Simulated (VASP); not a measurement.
# CdS (F-43m) in VASP: a series of runs

The runs below take CdS through single point, relaxation of cell and atoms, with PBE+D3(BJ).

All numbers are computed with VASP 6.6.1; they aren't measurements. Logs are shortened: lines on timing, memory, paths and dates and some standing lists are left out, and cuts for length are marked.

## Step 1: The cell of the first run

The structure is cubic, space group F-43m (No. 216). The conventional cell has a = 5.853 Å, b = 5.853 Å, c = 5.853 Å, α = 90.00°, β = 90.00°, γ = 90.00°. Within 3.3 Å of Cd (site symmetry -43m) lie 4 S at 2.53 Å. Within 3.3 Å of S (site symmetry -43m) lie 4 Cd at 2.53 Å.

## Step 2: Single point, PBE+D3(BJ)

Contents of INCAR:

```
  PREC = Accurate
  ENCUT = 520
  EDIFF = 1E-7
  ISMEAR = 0
  SIGMA = 0.02
  LREAL = False
  LASPH = True
  NELM = 60
  ALGO = Normal
  ISIF = 2
  LWAVE = False
  LCHARG = False
  GGA = PE
  IVDW = 12
  NBANDS = 16
```

Contents of KPOINTS:

```
regular mesh
0
Gamma
  8 8 8
```

Contents of POSCAR:

```
CdS
1.0
    0.0000000000      2.9264580610      2.9264580610
    2.9264580610      0.0000000000      2.9264580610
    2.9264580610      2.9264580610      0.0000000000
Cd S
1 1
Direct
    0.0000000000      0.0000000000      0.0000000000
    0.2500000000      0.2500000000      0.2500000000
```

Potentials or basis: VASP PAW PBE potentials, release 64 (Cd, S).

Launch:

```
$ cat potpaw_PBE.64/Cd/POTCAR potpaw_PBE.64/S/POTCAR > POTCAR
$ mpirun -np 1 vasp_std > vasp.out
```

OUTCAR:

```text
PREC = Accurate
   ENCUT = 520
   EDIFF = 1E-7
   ISMEAR = 0
   LREAL = False
   LASPH = True
   NELM = 60
   ISIF = 2
   GGA = PE
   IVDW = 12
 IVDW          = 12

 ion  position               nearest neighbor table
   1  0.000  0.000  0.000-   2 2.53   2 2.53   2 2.53   2 2.53
   2  0.250  0.250  0.250-   1 2.53   1 2.53   1 2.53   1 2.53

  LATTYP: Found a face centered cubic cell.
 ALAT       =     5.8529161220

  Lattice vectors:

 A1 = (   0.0000000000,   2.9264580610,   2.9264580610)
 A2 = (   2.9264580610,   0.0000000000,   2.9264580610)
 A3 = (   2.9264580610,   2.9264580610,   0.0000000000)

Analysis of symmetry for initial positions (statically):
=====================================================================
 Subroutine PRICEL returns:
 Original cell was already a primitive cell.

 Routine SETGRP: Setting up the symmetry group for a
 face centered cubic supercell.

 Subroutine GETGRP returns: Found 24 space group operations
 (whereof 24 operations were pure point group operations)
 out of a pool of 48 trial point group operations.

The static configuration has the point symmetry T_d .

Analysis of symmetry for dynamics (positions and initial velocities):
=====================================================================
 Subroutine PRICEL returns:
 Original cell was already a primitive cell.

 Routine SETGRP: Setting up the symmetry group for a
 face centered cubic supercell.

 Subroutine GETGRP returns: Found 24 space group operations
 (whereof 24 operations were pure point group operations)
 out of a pool of 48 trial point group operations.

The dynamic configuration has the point symmetry T_d .

 Subroutine INISYM returns: Found 24 space group operations
 (whereof 24 operations are pure point group operations),
 and found     1 'primitive' translations

----------------------------------------------------------------------------------------

                                     Primitive cell

  volume of cell :      50.1253

  direct lattice vectors                    reciprocal lattice vectors
     0.000000000  2.926458061  2.926458061    -0.170855003  0.170855003  0.170855003
     2.926458061  0.000000000  2.926458061     0.170855003 -0.170855003  0.170855003
     2.926458061  2.926458061  0.000000000     0.170855003  0.170855003 -0.170855003

  length of vectors
     4.138636680  4.138636680  4.138636680     0.295929545  0.295929545  0.295929545

  position of ions in fractional coordinates (direct lattice)
     0.000000000  0.000000000  0.000000000
     0.250000000  0.250000000  0.250000000

  ion indices of the primitive-cell ions
   primitive index   ion index
                 1           1
                 2           2

----------------------------------------------------------------------------------------

 KPOINTS: regular mesh

Automatic generation of k-mesh.
 Grid dimensions read from file:
 generate k-points for:    8    8    8

 Generating k-lattice:

  Cartesian coordinates                     Fractional coordinates (reciprocal lattice)
    -0.021356875  0.021356875  0.021356875     0.125000000  0.000000000  0.000000000
     0.021356875 -0.021356875  0.021356875     0.000000000  0.125000000  0.000000000
     0.021356875  0.021356875 -0.021356875     0.000000000  0.000000000  0.125000000

  Length of vectors
     0.036991193  0.036991193  0.036991193

  Shift w.r.t. Gamma in fractional coordinates (k-lattice)
     0.000000000  0.000000000  0.000000000

 Subroutine IBZKPT returns following result:
 ===========================================

 Found     29 irreducible k-points:

 Following reciprocal coordinates:
            Coordinates               Weight
  0.000000  0.000000  0.000000      1.000000
  0.125000  0.000000  0.000000      8.000000
  0.250000  0.000000  0.000000      8.000000
  0.375000  0.000000  0.000000      8.000000
  0.500000  0.000000  0.000000      4.000000
  0.125000  0.125000  0.000000      6.000000
[... 16 lines left out ...]
  0.500000  0.250000  0.125000     48.000000
 -0.375000  0.250000  0.125000     24.000000
 [... further k-points ...]
   k-points           NKPTS =     29   k-points in BZ     NKDIM =     29   number of bands    NBANDS=     16
   number of dos      NEDOS =    301   number of ions     NIONS =      2
   total plane-waves  NPLWV =  32768
   dimension x,y,z NGX =    32 NGY =   32 NGZ =   32
   dimension x,y,z NGXF=    64 NGYF=   64 NGZF=   64
   ions per type =               1   1
   NGX,Y,Z   is equivalent  to a cutoff of  12.85, 12.85, 12.85 a.u.
   NGXF,Y,Z  is equivalent  to a cutoff of  25.71, 25.71, 25.71 a.u.
 SYSTEM =  unknown system
   PREC   = accura    normal or accurate (medium, high low for compatibility)
   ISTART =      0    job   : 0-new  1-cont  2-samecut
   ICHARG =      2    charge: 1-file 2-atom 10-const
   ISPIN  =      1    spin polarized calculation?
   LNONCOLLINEAR =      F non collinear calculations
   LSORBIT =      F    spin-orbit coupling
   LASPH  =      T    aspherical Exc in radial PAW
   ENCUT  =  520.0 eV  38.22 Ry    6.18 a.u.   7.70  7.70  7.70*2*pi/ulx,y,z
   NELM   =     60;   NELMIN=  2; NELMDL= -5     # of ELM steps
   EDIFF  = 0.1E-06   stopping-criterion for ELM
   LREAL  =      F    real-space projection
   EDIFFG = 0.1E-05   stopping-criterion for IOM
   NSW    =      0    number of steps for IOM
   IBRION =     -1    ionic relax: 0-MD 1-quasi-New 2-CG
   NFREE  =      0    steps in history (QN), initial steepest desc. (CG)
   ISIF   =      2    stress and relaxation
   ISYM   =      2    0-nonsym 1-usesym 2-fastsym
   POTIM  = 0.5000    time-step for ionic-motion
   TEBEG  =    0.0;   TEEND  =   0.0 temperature during run
   PSTRESS=    0.0 pullay stress
   NELECT =      18.0000    total number of electrons
   NUPDOWN=      -1.0000    fix difference up-down
   EMIN   =  10.00;   EMAX   =-10.00  energy-range for DOS
   EFERMI =   0.00;   METHOD = LEGACY
   ISMEAR =     0;   SIGMA  =   0.02  broadening in eV -4-tet -1-fermi 0-gaus
   EFERMI_NEDOS =   21; number of points for ismear=-14 and -15
   IALGO  =     38    algorithm
   IMIX   =      4    mixing-type and parameters
     AMIX     =   0.40;   BMIX     =  1.00
     AMIX_MAG =   1.60;   BMIX_MAG =  1.00
  volume/ion in A,a.u.               =      25.06       169.13
  Fermi-wavevector in a.u.,A,eV,Ry     =   1.163626  2.198934 18.422630  1.354025
  Thomas-Fermi vector in A             =   2.300173
   LORBIT       =      0    0 simple, 1 ext, 2 COOP (PROOUT), +10 PAW based schemes
   GGA     = PE    functional components
   LHFCALC =     F    Hartree Fock is set to
   AEXX    =    0.0000 exact exchange contribution
   IVDW    =    12    specifies the selected vdW correction
   LEPSILON=     F    determine dielectric tensor
   LRPA    =     F    only Hartree local field effects (RPA)
 non-spin polarized calculation
 Gauss-broadening in eV      SIGMA  =   0.02
  energy-cutoff  :      520.00
  volume of cell :       50.13
 maximum number of plane-waves:      1365
   NGX = 15   NGY = 15   NGZ = 15

 number of electron      18.0000005 magnetization

 Free energy of the ion-electron system (eV)
  ---------------------------------------------------
  ext. energy  EPLUGINS =         0.00000000
  ---------------------------------------------------
  free energy    TOTEN  =        -6.13047655 eV

  energy without entropy =       -6.13047655  energy(sigma->0) =       -6.13047655

 E-fermi :   1.3351     XC(G=0):  -9.1018

 val. band max:        1.2270771527   @ k =   0.0000   0.0000   0.0000
 cond. band min:       2.3543450334   @ k =   0.0000   0.0000   0.0000
 fundamental gap:      1.1272678807
 Fermi energy:         1.3351316843

 k-point     1 :       0.0000    0.0000    0.0000
  band No.  band energies     occupation
      1     -11.0803      2.00000
      2      -6.4643      2.00000
      3      -6.4643      2.00000
      4      -6.4643      2.00000
      5      -5.9983      2.00000
      6      -5.9983      2.00000
[... 8 lines left out ...]
     15      12.6922      0.00000
     16      12.6922      0.00000

 k-point     2 :       0.1250    0.0000    0.0000
  band No.  band energies     occupation
      1     -11.0196      2.00000
      2      -6.4424      2.00000
      3      -6.4424      2.00000
      4      -6.4110      2.00000
      5      -5.9993      2.00000
      6      -5.9993      2.00000
[... 8 lines left out ...]
     15      12.0987      0.00000
     16      13.1942      0.00000

 k-point     3 :       0.2500    0.0000    0.0000
  band No.  band energies     occupation
      1     -10.8723      2.00000
      2      -6.3949      2.00000
      3      -6.3949      2.00000
      4      -6.2210      2.00000
      5      -5.9940      2.00000
      6      -5.9940      2.00000
[... 8 lines left out ...]
     15      11.8639      0.00000
     16      12.5374      0.00000

 k-point     4 :       0.3750    0.0000    0.0000
  band No.  band energies     occupation
      1     -10.7250      2.00000
      2      -6.3583      2.00000
      3      -6.3583      2.00000
      4      -5.9746      2.00000
      5      -5.9746      2.00000
      6      -5.8748      2.00000
[... 8 lines left out ...]
     15      12.7127      0.00000
     16      12.7127      0.00000
[... 324 lines left out ...]
 k-point    22 :       0.3750    0.2500    0.1250
  band No.  band energies     occupation
      1     -10.7641      2.00000
      2      -6.3439      2.00000
      3      -6.3185      2.00000
      4      -6.1565      2.00000
      5      -5.9903      2.00000
      6      -5.9387      2.00000
[... 8 lines left out ...]
     15      13.2154      0.00000
     16      15.0784      0.00000

 k-point    23 :       0.5000    0.2500    0.1250
  band No.  band energies     occupation
      1     -10.6484      2.00000
      2      -6.3091      2.00000
      3      -6.2840      2.00000
      4      -6.0613      2.00000
      5      -5.9655      2.00000
      6      -5.7111      2.00000
[... 8 lines left out ...]
     15      14.0122      0.00000
     16      14.2957      0.00000

 k-point    24 :      -0.3750    0.2500    0.1250
  band No.  band energies     occupation
      1     -10.6012      2.00000
      2      -6.3044      2.00000
      3      -6.2676      2.00000
      4      -6.0229      2.00000
      5      -5.9722      2.00000
      6      -5.5162      2.00000
[... 8 lines left out ...]
     15      13.5022      0.00000
     16      14.3646      0.00000

 [... further k-points ...]

------------------------ aborting loop because EDIFF is reached ----------------------------------------

 Edisp (eV)   -0.60626

 E8    (eV) :    -0.2470

  FORCE on cell =-STRESS in cart. coord.  units (eV):
  Direction    XX          YY          ZZ          XY          YZ          ZX
  --------------------------------------------------------------------------------------
  -------------------------------------------------------------------------------------
  Total       0.10693     0.10693     0.10693     0.00000     0.00000    -0.00000
  in kB       3.41800     3.41800     3.41800     0.00000     0.00000    -0.00000
  external pressure =        3.42 kB  Pullay stress =        0.00 kB

 VOLUME and BASIS-vectors are now :
 -----------------------------------------------------------------------------
  energy-cutoff  :      520.00
  volume of cell :       50.13
      direct lattice vectors                 reciprocal lattice vectors
     0.000000000  2.926458061  2.926458061    -0.170855003  0.170855003  0.170855003
     2.926458061  0.000000000  2.926458061     0.170855003 -0.170855003  0.170855003
     2.926458061  2.926458061  0.000000000     0.170855003  0.170855003 -0.170855003

 POSITION                                       TOTAL-FORCE (eV/Angst)
 -----------------------------------------------------------------------------------
      0.00000      0.00000      0.00000        -0.000000     -0.000000     -0.000000
      1.46323      1.46323      1.46323         0.000000      0.000000      0.000000
 -----------------------------------------------------------------------------------
    total drift:                               -0.000000     -0.000000     -0.000000

  FREE ENERGIE OF THE ION-ELECTRON SYSTEM (eV)
  ---------------------------------------------------
  free  energy   TOTEN  =        -6.7367406859 eV

  energy  without entropy=       -6.7367406859  energy(sigma->0) =       -6.73674069
```

Run time: 11 s. Hardware: 1 thread of Intel Xeon 6975P-C (Granite Rapids), shared host; peak memory 0.19 GiB.

What came out:

```
Free energy                : -6.7367 eV
Pressure                   : 0.3 GPa
Band gap on the k mesh     : 1.13 eV, direct
Dispersion energy per atom : -0.303 eV
```

Levels at points of the mesh, in eV from the valence-band top:
| k point | band 5 | band 6 | band 7 | band 8 | band 9 | band 10 | band 11 | band 12 | band 13 | band 14 |
| --- | --- | --- | --- | --- | --- | --- | --- | --- | --- | --- |
| (0.00, 0.00, 0.00) | -7.23 | -7.23 | 0.00 | 0.00 | 0.00 | 1.13 | 6.55 | 6.55 | 6.55 | 11.38 |
| (0.50, 0.00, 0.00) | -7.19 | -6.85 | -4.34 | -0.74 | -0.74 | 3.00 | 7.01 | 7.01 | 7.45 | 11.06 |
| (0.50, 0.50, 0.00) | -7.14 | -6.79 | -3.91 | -1.84 | -1.84 | 3.57 | 4.34 | 9.19 | 10.72 | 10.72 |

## Step 3: Relaxation of cell and atoms, PBE+D3(BJ)

This run uses another cell than the first one, of 26.02 Å³/atom, 1.038 times its volume.

Contents of INCAR:

```
ALGO = Normal
EDIFF = 1E-6
EDIFFG = -0.005
ENCUT = 600
GGA = PE
IBRION = 2
ISIF = 3
ISMEAR = 0
IVDW = 12
LASPH = T
LCHARG = F
LREAL = F
LWAVE = F
NELM = 100
NSW = 70
PREC = Accurate
SIGMA = 0.02
```

Contents of KPOINTS:

```
k-points
0
Gamma
  8 8 8
```

Contents of POSCAR:

```
CdS
1.0
    0.0000000000      2.9632110618      2.9632110618
    2.9632110618      0.0000000000      2.9632110618
    2.9632110618      2.9632110618      0.0000000000
Cd S
1 1
Direct
    0.0000000000      0.0000000000      0.0000000000
    0.2500000000      0.2500000000      0.2500000000
```

Potentials or basis: VASP PAW PBE potentials, release 64 (Cd, S).

Launch:

```
$ cat potpaw_PBE.64/Cd/POTCAR potpaw_PBE.64/S/POTCAR > POTCAR
$ mpirun -np 1 vasp_std > vasp.out
```

OUTCAR:

```text
EDIFF = 1E-6
   EDIFFG = -0.005
   ENCUT = 600
   GGA = PE
   IBRION = 2
   ISIF = 3
   ISMEAR = 0
   IVDW = 12
   LASPH = T
   LREAL = F
   NELM = 100
   NSW = 70
   PREC = Accurate
 IVDW          = 12

 ion  position               nearest neighbor table
   1  0.000  0.000  0.000-   2 2.57   2 2.57   2 2.57   2 2.57
   2  0.250  0.250  0.250-   1 2.57   1 2.57   1 2.57   1 2.57

  LATTYP: Found a face centered cubic cell.
 ALAT       =     5.9264221236

  Lattice vectors:

 A1 = (   0.0000000000,   2.9632110618,   2.9632110618)
 A2 = (   2.9632110618,   0.0000000000,   2.9632110618)
 A3 = (   2.9632110618,   2.9632110618,   0.0000000000)

Analysis of symmetry for initial positions (statically):
=====================================================================
 Subroutine PRICEL returns:
 Original cell was already a primitive cell.

 Routine SETGRP: Setting up the symmetry group for a
 face centered cubic supercell.

 Subroutine GETGRP returns: Found 24 space group operations
 (whereof 24 operations were pure point group operations)
[... 257 lines left out ...]

 val. band max:        1.1838268462   @ k =   0.0000   0.0000   0.0000
 cond. band min:       2.3001589853   @ k =   0.0000   0.0000   0.0000
 fundamental gap:      1.1163321391
 Fermi energy:         1.3273947552

 k-point     1 :       0.0000    0.0000    0.0000
  band No.  band energies     occupation
      1     -11.0929      2.00000
      2      -6.4904      2.00000
      3      -6.4904      2.00000
      4      -6.4904      2.00000
      5      -6.0312      2.00000
      6      -6.0312      2.00000
      7       1.1838      2.00000
      8       1.1838      2.00000
      9       1.1838      2.00000
     10       2.3002      0.00000
     11       7.7336      0.00000
     12       7.7336      0.00000
     13       7.7336      0.00000
[... 354 lines left out ...]
  band No.  band energies     occupation
      1     -10.6192      2.00000
      2      -6.3325      2.00000
      3      -6.2963      2.00000
      4      -6.0551      2.00000
      5      -6.0054      2.00000
      6      -5.5550      2.00000
      7      -2.8463      2.00000
      8      -0.7028      2.00000
      9      -0.0010      2.00000
     10       5.5231      0.00000
     11       7.0169      0.00000
     12       8.3867      0.00000
     13       9.5311      0.00000

 [... further k-points ...]

------------------------ aborting loop because EDIFF is reached ----------------------------------------

 Edisp (eV)   -0.60281

 E8    (eV) :    -0.2455
[... 25 lines left out ...]
  FREE ENERGIE OF THE ION-ELECTRON SYSTEM (eV)
  ---------------------------------------------------
  free  energy   TOTEN  =        -6.7375093966 eV

  energy  without entropy=       -6.7375093966  energy(sigma->0) =       -6.73750940

 reached required accuracy - stopping structural energy minimisation
```

OSZICAR:

```text
N       E                     dE             d eps       ncg     rms          rms(c)
DAV:   1     0.119112482829E+03    0.11911E+03   -0.99373E+03   754   0.141E+03
DAV:   2    -0.129836899466E+01   -0.12041E+03   -0.11430E+03   864   0.309E+02
DAV:   3    -0.665851641637E+01   -0.53601E+01   -0.53422E+01   869   0.669E+01
[... 23 lines left out ...]
DAV:   2    -0.613626844770E+01    0.13076E-01   -0.31978E-02   829   0.296E+00    0.340E-01
DAV:   3    -0.613486443282E+01    0.14040E-02   -0.38930E-03   804   0.768E-01    0.286E-01
DAV:   4    -0.613471391924E+01    0.15051E-03   -0.22003E-04   764   0.169E-01    0.609E-02
DAV:   5    -0.613469543089E+01    0.18488E-04   -0.48992E-05   939   0.113E-01    0.160E-02
DAV:   6    -0.613469518448E+01    0.24641E-06   -0.65313E-06   774   0.353E-02
   3 F= -.67375094E+01 E0= -.67375094E+01  d E =-.940557E-02
```

CONTCAR:

```text
CdS
   1.00000000000000
    -0.0000000000000000    2.9313853973693598    2.9313853973693598
     2.9313853973693598   -0.0000000000000000    2.9313853973693598
     2.9313853973693598    2.9313853973693598   -0.0000000000000000
  Cd              S
     1     1
Direct
     0.0000000000000000    0.0000000000000000    0.0000000000000000
     0.2500000000000000    0.2500000000000000    0.2500000000000000

  0.00000000E+00  0.00000000E+00  0.00000000E+00
  0.00000000E+00  0.00000000E+00  0.00000000E+00
```

Wall time 28 s (1 thread of Intel Xeon 6975P-C (Granite Rapids), shared host); peak memory 0.23 GiB.

Results:

- Free energy: -6.7375 eV
- Relaxed volume: 25.19 Å³/atom
- Relaxed cell: a = 4.146 Å, b = 4.146 Å, c = 4.146 Å, α = 60.00°, β = 60.00°, γ = 60.00°
- Space group after relaxing (to 0.05 Å): F-43m (No. 216)
- Energy gained by relaxing: 4.7 meV/atom
- Ionic steps: 3
- Pressure after relaxing: 0.0 GPa
- Band gap on the k mesh: 1.12 eV, direct
- Dispersion energy per atom: -0.301 eV

The path:
```csv
step,energy change (eV),largest force (eV/Å),pressure (GPa),volume (Å³)
1,0.0000,0.0000,-1.76,52.04
2,-0.0086,0.0000,0.56,49.91
3,-0.0094,0.0000,0.01,50.38
```

Final structure:
```
Cd S
1.0
     0.00000    2.93139    2.93139
     2.93139    0.00000    2.93139
     2.93139    2.93139    0.00000
Cd S
1 1
Direct
  0.00000 0.00000 0.00000
  0.25000 0.25000 0.25000
```
